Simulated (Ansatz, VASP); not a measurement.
One calculation of Re, two programs

```
Re
1.0
     0.00000    1.93999    1.93999
     1.93999    0.00000    1.93999
     1.93999    1.93999    0.00000
Re
1
Direct
  0.00000 0.00000 0.00000
```

Alike in both runs: task single point; functional PBEsol; k mesh 17 × 17 × 17; occupations fermi-dirac, width 0.05 eV; no spin polarisation.

|  | VASP | Ansatz |
| --- | --- | --- |
| version | VASP 6.6.1 | Ansatz 0.2.0 |
| potentials or method | VASP PAW PBE potentials, release 64 (Re), cutoff 520 eV | all-electron LAPW, scalar-relativistic |

|  | VASP | Ansatz | Ansatz less VASP |
| --- | --- | --- | --- |
| pressure (GPa) | 0.0 | 0.1 | +0.12 |

VASP's potentials were made for PBE, not for PBEsol. Ansatz ran all-electron here, and VASP with PAW potentials.

Neither program's run includes spin-orbit coupling.
